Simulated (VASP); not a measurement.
# Fe (P6/mmm) in VASP: notebook

Runs on Fe. Level: RPBE. Tasks: single point.

Everything below comes from runs of VASP 6.6.1. Logs are shortened: lines on timing, memory, paths and dates and some standing lists are left out, and cuts for length are marked.

## 1. The cell of the first run

Symmetry: P6/mmm, No. 191, hexagonal system. Conventional cell: a = 3.834 Å, b = 3.834 Å, c = 2.410 Å, α = 90.00°, β = 90.00°, γ = 120.00°. Fe (site symmetry 6/mmm) has 14 Fe at 2.41 to 2.52 Å within 3.2 Å. Within 2.9 Å of Fe (site symmetry -6m2) lie 11 Fe at 2.21 to 2.52 Å.

## 2. Single point, RPBE (volume scaled by 0.96)

File INCAR:

```
ALGO = Normal ; EDIFF = 1E-6
ENCUT = 520 ; GGA = RP
ISIF = 2 ; ISMEAR = -1
LASPH = True ; LCHARG = False
LREAL = False ; LWAVE = False
NBANDS = 19 ; NELM = 100
PREC = Accurate ; SIGMA = 0.1
```

File KPOINTS:

```
k-points
0
Gamma
  11 11 14
```

File POSCAR:

```
Fe
1.0
    3.8339932152      0.0000000000      0.0000000000
   -1.9169966076      3.3203355223      0.0000000000
    0.0000000000      0.0000000000      2.4099331305
Fe
3
Direct
    0.0000000000      0.0000000000      0.0000000000
    0.3333333333      0.6666666667      0.5000000000
    0.6666666667      0.3333333333      0.5000000000
```

Potentials or basis: VASP PAW PBE potentials, release 64 (Fe).

Started as:

```
cat potpaw_PBE.64/Fe/POTCAR > POTCAR
mpirun -np 1 vasp_std > vasp.out
```

OUTCAR:

```text
EDIFF = 1E-6
   ENCUT = 520
   GGA = RP
   ISIF = 2
   ISMEAR = -1
   LASPH = True
   LREAL = False
   NELM = 100
   PREC = Accurate

 ion  position               nearest neighbor table
   1  0.000  0.000  0.000-   2 2.52   3 2.52   2 2.52   3 2.52   2 2.52   2 2.52   3 2.52   3 2.52
                             3 2.52   3 2.52   2 2.52   2 2.52
   2  0.333  0.667  0.500-   3 2.21   3 2.21   3 2.21   1 2.52   1 2.52   1 2.52   1 2.52   1 2.52
                             1 2.52
   3  0.667  0.333  0.500-   2 2.21   2 2.21   2 2.21   1 2.52   1 2.52   1 2.52   1 2.52   1 2.52
                             1 2.52

  LATTYP: Found a hexagonal cell.
 ALAT       =     3.8339932152
 C/A-ratio  =     0.6285700040

  Lattice vectors:

 A1 = (   3.8339932152,   0.0000000000,   0.0000000000)
 A2 = (  -1.9169966076,   3.3203355223,   0.0000000000)
 A3 = (   0.0000000000,   0.0000000000,   2.4099331305)

Analysis of symmetry for initial positions (statically):
=====================================================================
 Subroutine PRICEL returns:
 Original cell was already a primitive cell.

 Routine SETGRP: Setting up the symmetry group for a
 hexagonal supercell.

 Subroutine GETGRP returns: Found 24 space group operations
 (whereof 24 operations were pure point group operations)
 out of a pool of 24 trial point group operations.

The static configuration has the point symmetry D_6h.

Analysis of symmetry for dynamics (positions and initial velocities):
=====================================================================
 Subroutine PRICEL returns:
 Original cell was already a primitive cell.

 Routine SETGRP: Setting up the symmetry group for a
 hexagonal supercell.

 Subroutine GETGRP returns: Found 24 space group operations
 (whereof 24 operations were pure point group operations)
 out of a pool of 24 trial point group operations.

The dynamic configuration has the point symmetry D_6h.

 Subroutine INISYM returns: Found 24 space group operations
 (whereof 24 operations are pure point group operations),
 and found     1 'primitive' translations

----------------------------------------------------------------------------------------

                                     Primitive cell

  volume of cell :      30.6788

  direct lattice vectors                    reciprocal lattice vectors
     3.833993215  0.000000000  0.000000000     0.260824666  0.150587191  0.000000000
    -1.916996608  3.320335522  0.000000000     0.000000000  0.301174382  0.000000000
     0.000000000  0.000000000  2.409933130     0.000000000  0.000000000  0.414949273

  length of vectors
     3.833993215  3.833993215  2.409933130     0.301174382  0.301174382  0.414949273

  position of ions in fractional coordinates (direct lattice)
     0.000000000  0.000000000  0.000000000
     0.333333333  0.666666667  0.500000000
     0.666666667  0.333333333  0.500000000

  ion indices of the primitive-cell ions
   primitive index   ion index
                 1           1
                 2           2
                 3           3

----------------------------------------------------------------------------------------

 KPOINTS: k-points

Automatic generation of k-mesh.
 Grid dimensions read from file:
 generate k-points for:   11   11   14

 Generating k-lattice:

  Cartesian coordinates                     Fractional coordinates (reciprocal lattice)
     0.023711333  0.013689745  0.000000000     0.090909091  0.000000000  0.000000000
     0.000000000  0.027379489  0.000000000     0.000000000  0.090909091  0.000000000
     0.000000000  0.000000000  0.029639234     0.000000000  0.000000000  0.071428571

  Length of vectors
     0.027379489  0.027379489  0.029639234

  Shift w.r.t. Gamma in fractional coordinates (k-lattice)
     0.000000000  0.000000000  0.000000000

 Subroutine IBZKPT returns following result:
 ===========================================

 Found    128 irreducible k-points:

 Following reciprocal coordinates:
            Coordinates               Weight
  0.000000  0.000000  0.000000      1.000000
  0.090909 -0.000000  0.000000      6.000000
  0.181818  0.000000  0.000000      6.000000
  0.272727 -0.000000  0.000000      6.000000
  0.363636 -0.000000  0.000000      6.000000
  0.454545  0.000000  0.000000      6.000000
[... 16 lines left out ...]
  0.090909  0.090909  0.071429     12.000000
  0.181818  0.090909  0.071429     24.000000
 [... further k-points ...]
   k-points           NKPTS =    128   k-points in BZ     NKDIM =    128   number of bands    NBANDS=     19
   number of dos      NEDOS =    301   number of ions     NIONS =      3
   total plane-waves  NPLWV =  16200
   dimension x,y,z NGX =    30 NGY =   30 NGZ =   18
   dimension x,y,z NGXF=    60 NGYF=   60 NGZF=   36
   ions per type =               3
   NGX,Y,Z   is equivalent  to a cutoff of  13.01, 13.01, 12.42 a.u.
   NGXF,Y,Z  is equivalent  to a cutoff of  26.02, 26.02, 24.83 a.u.
 SYSTEM =  unknown system
   PREC   = accura    normal or accurate (medium, high low for compatibility)
   ISTART =      0    job   : 0-new  1-cont  2-samecut
   ICHARG =      2    charge: 1-file 2-atom 10-const
   ISPIN  =      1    spin polarized calculation?
   LNONCOLLINEAR =      F non collinear calculations
   LSORBIT =      F    spin-orbit coupling
   LASPH  =      T    aspherical Exc in radial PAW
   ENCUT  =  520.0 eV  38.22 Ry    6.18 a.u.   7.13  7.13  4.48*2*pi/ulx,y,z
   NELM   =    100;   NELMIN=  2; NELMDL= -5     # of ELM steps
   EDIFF  = 0.1E-05   stopping-criterion for ELM
   LREAL  =      F    real-space projection
   EDIFFG = 0.1E-04   stopping-criterion for IOM
   NSW    =      0    number of steps for IOM
   IBRION =     -1    ionic relax: 0-MD 1-quasi-New 2-CG
   NFREE  =      0    steps in history (QN), initial steepest desc. (CG)
   ISIF   =      2    stress and relaxation
   ISYM   =      2    0-nonsym 1-usesym 2-fastsym
   POTIM  = 0.5000    time-step for ionic-motion
   TEBEG  =    0.0;   TEEND  =   0.0 temperature during run
   PSTRESS=    0.0 pullay stress
   NELECT =      24.0000    total number of electrons
   NUPDOWN=      -1.0000    fix difference up-down
   EMIN   =  10.00;   EMAX   =-10.00  energy-range for DOS
   EFERMI =   0.00;   METHOD = LEGACY
   ISMEAR =    -1;   SIGMA  =   0.10  broadening in eV -4-tet -1-fermi 0-gaus
   EFERMI_NEDOS =   21; number of points for ismear=-14 and -15
   IALGO  =     38    algorithm
   IMIX   =      4    mixing-type and parameters
     AMIX     =   0.40;   BMIX     =  1.00
     AMIX_MAG =   1.60;   BMIX_MAG =  1.00
  volume/ion in A,a.u.               =      10.23        69.01
  Fermi-wavevector in a.u.,A,eV,Ry     =   1.508455  2.850567 30.959210  2.275438
  Thomas-Fermi vector in A             =   2.618907
   LORBIT       =      0    0 simple, 1 ext, 2 COOP (PROOUT), +10 PAW based schemes
   GGA     = RP    functional components
   LHFCALC =     F    Hartree Fock is set to
   AEXX    =    0.0000 exact exchange contribution
   IVDW    =     0    specifies the selected vdW correction
   LEPSILON=     F    determine dielectric tensor
   LRPA    =     F    only Hartree local field effects (RPA)
 non-spin polarized calculation
  energy-cutoff  :      520.00
  volume of cell :       30.68
 maximum number of plane-waves:       843
 NGX is ok and might be reduce to    30
   NGX = 15   NGY = 15   NGZ =  9

 number of electron      24.0000017 magnetization

 Free energy of the ion-electron system (eV)
  ---------------------------------------------------
  ext. energy  EPLUGINS =         0.00000000
  ---------------------------------------------------
  free energy    TOTEN  =       -22.32113165 eV

  energy without entropy =      -22.14622886  energy(sigma->0) =      -22.23368026

 E-fermi :   7.1226     XC(G=0): -13.6755

 val. band max:        7.1102931312   @ k =   0.1818   0.0909   0.5000
 cond. band min:       7.1253912081   @ k =   0.1818   0.0909   0.0714
 fundamental gap:      0.0150980770
 Fermi energy:         7.1225931854

 k-point     1 :       0.0000    0.0000    0.0000
  band No.  band energies     occupation
      1      -1.8829      2.00000
      2       2.6416      2.00000
      3       4.2207      2.00000
      4       4.2207      2.00000
      5       4.2564      2.00000
      6       4.2564      2.00000
[... 11 lines left out ...]
     18      15.1289      0.00000
     19      15.1303      0.00000

 k-point     2 :       0.0909   -0.0000    0.0000
  band No.  band energies     occupation
      1      -1.7557      2.00000
      2       2.6695      2.00000
      3       3.8169      2.00000
      4       3.9906      2.00000
      5       4.3270      2.00000
      6       4.6214      2.00000
[... 11 lines left out ...]
     18      13.6286      0.00000
     19      16.1127      0.00000

 k-point     3 :       0.1818    0.0000    0.0000
  band No.  band energies     occupation
      1      -1.3816      2.00000
      2       2.6934      2.00000
      3       3.3824      2.00000
      4       3.8715      2.00000
      5       4.0518      2.00000
      6       4.9069      2.00000
[... 11 lines left out ...]
     18      12.2173      0.00000
     19      16.2374      0.00000

 k-point     4 :       0.2727   -0.0000    0.0000
  band No.  band energies     occupation
      1      -0.7842      2.00000
      2       2.5061      2.00000
      3       3.1442      2.00000
      4       3.7257      2.00000
      5       3.8645      2.00000
      6       4.8162      2.00000
[... 11 lines left out ...]
     18      10.8942      0.00000
     19      16.1959      0.00000

 k-point     5 :       0.3636   -0.0000    0.0000
  band No.  band energies     occupation
      1      -0.0072      2.00000
      2       2.1941      2.00000
      3       2.6841      2.00000
      4       3.7609      2.00000
      5       3.9384      2.00000
      6       4.6163      2.00000
[... 11 lines left out ...]
     18       9.6667      0.00000
     19      16.1620      0.00000

 k-point     6 :       0.4545    0.0000    0.0000
  band No.  band energies     occupation
      1       0.8720      2.00000
      2       1.7536      2.00000
      3       2.1689      2.00000
      4       4.0271      2.00000
      5       4.0324      2.00000
      6       4.3411      2.00000
[... 11 lines left out ...]
     18       8.5551      0.00000
     19      16.1479      0.00000

 k-point     7 :       0.0909    0.0909    0.0000
  band No.  band energies     occupation
      1      -1.5051      2.00000
      2       2.6992      2.00000
      3       3.5806      2.00000
      4       3.6432      2.00000
      5       4.4664      2.00000
      6       4.6597      2.00000
[... 11 lines left out ...]
     18      12.3248      0.00000
     19      16.9989      0.00000

 k-point     8 :       0.1818    0.0909    0.0000
  band No.  band energies     occupation
      1      -1.0201      2.00000
      2       2.6175      2.00000
      3       3.2055      2.00000
      4       3.5313      2.00000
      5       4.2832      2.00000
      6       4.8373      2.00000
[... 256 lines left out ...]
 k-point    20 :       0.2727   -0.0000    0.0714
  band No.  band energies     occupation
      1      -0.6484      2.00000
      2       2.5947      2.00000
      3       3.2092      2.00000
      4       3.7097      2.00000
      5       3.8397      2.00000
      6       4.8910      2.00000
[... 11 lines left out ...]
     18      11.1290      0.00000
     19      16.2131      0.00000

 k-point    21 :       0.3636   -0.0000    0.0714
  band No.  band energies     occupation
      1       0.1193      2.00000
      2       2.2844      2.00000
      3       2.7617      2.00000
      4       3.7771      2.00000
      5       3.9222      2.00000
      6       4.6825      2.00000
[... 11 lines left out ...]
     18       9.9845      0.00000
     19      16.1698      0.00000

 k-point    22 :       0.4545    0.0000    0.0714
  band No.  band energies     occupation
      1       0.9864      2.00000
      2       1.8569      2.00000
      3       2.2495      2.00000
      4       4.0139      2.00000
      5       4.0674      2.00000
      6       4.3965      2.00000
[... 11 lines left out ...]
     18       9.0688      0.00000
     19      16.1520      0.00000

 k-point    23 :       0.0909    0.0909    0.0714
  band No.  band energies     occupation
      1      -1.3615      2.00000
      2       2.8017      2.00000
      3       3.5684      2.00000
      4       3.6128      2.00000
      5       4.4511      2.00000
      6       4.5341      2.00000
[... 11 lines left out ...]
     18      12.4776      0.00000
     19      17.0352      0.00000

 k-point    24 :       0.1818    0.0909    0.0714
  band No.  band energies     occupation
      1      -0.8816      2.00000
      2       2.7150      2.00000
      3       3.2387      2.00000
      4       3.5227      2.00000
      5       4.2710      2.00000
      6       4.8133      2.00000
[... 11 lines left out ...]
     18      11.3180      0.00000
     19      16.8754      0.00000

 [... further k-points ...]
[... 5 lines left out ...]
  --------------------------------------------------------------------------------------
  -------------------------------------------------------------------------------------
  Total        2.1481731      2.1481731      1.8941815      0.0000000     -0.0000000      0.0000000
  in kB      112.1867462    112.1867462     98.9222227      0.0000000     -0.0000000      0.0000000
  external PRESSURE =     107.7652384 kB  Pullay stress =       0.0000000 kB

 VOLUME and BASIS-vectors are now :
 -----------------------------------------------------------------------------
  energy-cutoff  :      520.00
  volume of cell :       30.68
      direct lattice vectors                 reciprocal lattice vectors
     3.833993215  0.000000000  0.000000000     0.260824666  0.150587191  0.000000000
    -1.916996608  3.320335522  0.000000000     0.000000000  0.301174382  0.000000000
     0.000000000  0.000000000  2.409933130     0.000000000  0.000000000  0.414949273

 POSITION                                       TOTAL-FORCE (eV/Angst)
 -----------------------------------------------------------------------------------
      0.00000      0.00000      0.00000        -0.000000      0.000000      0.000000
     -0.00000      2.21356      1.20497        -0.000000     -0.000000     -0.000000
      1.91700      1.10678      1.20497         0.000000      0.000000      0.000000
 -----------------------------------------------------------------------------------
    total drift:                               -0.000000      0.000000      0.000000

  FREE ENERGIE OF THE ION-ELECTRON SYSTEM (eV)
  ---------------------------------------------------
  free  energy   TOTEN  =       -22.3211316532 eV

  energy  without entropy=      -22.1462288602  energy(sigma->0) =      -22.23368026
```

It took 2 min on 1 thread of AMD EPYC 7R43 (Zen 3), shared host; peak memory 0.15 GiB.

What came out:

```yaml
Free_energy: -22.3211 eV
Pressure: 10.8 GPa
Band_gap_on_the_k_mesh: zero (band 12 reaches 7.85 eV, above the bottom of band 13 at 6.33 eV)
```

Levels at points of the mesh, in eV from the Fermi level:
```csv
k point,band 9,band 10,band 11,band 12,band 13,band 14,band 15,band 16
"(0.00, 0.00, 0.00)",-1.35,-1.35,-0.87,-0.87,-0.79,-0.79,0.97,0.97
"(0.00, 0.00, 0.50)",-1.32,-1.32,0.42,0.42,0.78,0.78,1.42,2.25
```

Caveat: the cell differs from its parent crystal (volume scaled by 0.96); the PAW data sets were made with another functional, which shifts forces and pressure a little; the run has no spin polarisation, though such a crystal can be magnetic. Spin polarisation is off, so any magnetic state and its effect on volume and gap are missing.

## 3. Single point, RPBE

This run uses another cell than the first one, of 10.65 Å³/atom, 1.042 times its volume.

File INCAR:

```
PREC     = Accurate       # precision mode
ENCUT    = 520            # plane-wave cutoff, eV
EDIFF    = 1E-6           # SCF threshold, eV
ISMEAR   = -1             # smearing method
SIGMA    = 0.1            # smearing width, eV
LREAL    = False          # projectors in reciprocal space
LASPH    = True           # aspherical terms in the spheres
NELM     = 80             # most SCF steps
ALGO     = Normal         # electronic algorithm
ISIF     = 2              # what is computed and relaxed
LWAVE    = False          # write WAVECAR
LCHARG   = False          # write CHGCAR
GGA      = RP             # functional
NBANDS   = 19             # bands
```

File KPOINTS:

```
Automatic mesh
0
Gamma
  11 11 14
```

File POSCAR:

```
Fe
1.0
    3.8865201974      0.0000000000      0.0000000000
   -1.9432600987      3.3658252233      0.0000000000
    0.0000000000      0.0000000000      2.4429500160
Fe
3
Direct
    0.0000000000      0.0000000000      0.0000000000
    0.3333333333      0.6666666667      0.5000000000
    0.6666666667      0.3333333333      0.5000000000
```

Potentials or basis: VASP PAW PBE potentials, release 64 (Fe).

Started as:

```
cat potpaw_PBE.64/Fe/POTCAR > POTCAR
mpirun -np 1 vasp_std > vasp.out
```

It took 2.1 min on 1 thread of AMD EPYC 7R43 (Zen 3), shared host; peak memory 0.15 GiB.

Results (log left out):

```
Free energy            : -22.3591 eV
Pressure               : -0.5 GPa
Band gap on the k mesh : zero (band 12 reaches 7.35 eV, above the bottom of band 13 at 5.92 eV)
```

Stress tensor (GPa, compression positive):
```
-0.37  0.00  0.00
 0.00 -0.37  0.00
 0.00  0.00 -0.62
```

Levels at points of the mesh, in eV from the Fermi level:
| k point | band 9 | band 10 | band 11 | band 12 | band 13 | band 14 | band 15 | band 16 |
| --- | --- | --- | --- | --- | --- | --- | --- | --- |
| (0.00, 0.00, 0.00) | -1.27 | -1.27 | -0.82 | -0.82 | -0.74 | -0.74 | 0.91 | 0.91 |
| (0.00, 0.00, 0.50) | -1.24 | -1.24 | 0.40 | 0.40 | 0.73 | 0.73 | 1.34 | 2.13 |

Caveat: the PAW data sets were made with another functional, which shifts forces and pressure a little; the run has no spin polarisation, though such a crystal can be magnetic. Spin polarisation is off, so any magnetic state and its effect on volume and gap are missing.
